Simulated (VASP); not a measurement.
CoO:

```
Co O
1.0
     1.50547    0.86918    2.43993
    -1.50547    0.86918    2.43993
     0.00000   -1.73837    2.43993
Co O
1 1
Direct
  0.00000 0.00000 0.00000
  0.50000 0.50000 0.50000
```

Base run:

- Program: VASP 6.6.1
- Functional: PBEsol
- Potentials or basis: VASP PAW PBE potentials, release 64 (Co, O)
- Cutoff: 520 eV
- k mesh: 9 × 9 × 9
- Occupations: gaussian, width 0.05 eV
- Spin: collinear spin, ferromagnetic start
- Starting moments: [2.75, 0.38] μB

Its results: pressure -9.8 GPa; net moment 2.93 μB per cell; site moments Co +2.56; O +0.32 μB.

Problem. The run is repeated on the same cell with these changes: occupations from gaussian, width 0.05 eV to gaussian, width 0.4 eV. What comes out?

Solution. Pressure -9.8 GPa; net moment 2.79 μB per cell; site moments Co +2.46; O +0.28 μB.

Caveats: the PAW data sets were made with another functional, which shifts forces and pressure a little; a cell with one magnetic atom can't hold antiferromagnetic order, which such compounds often take.
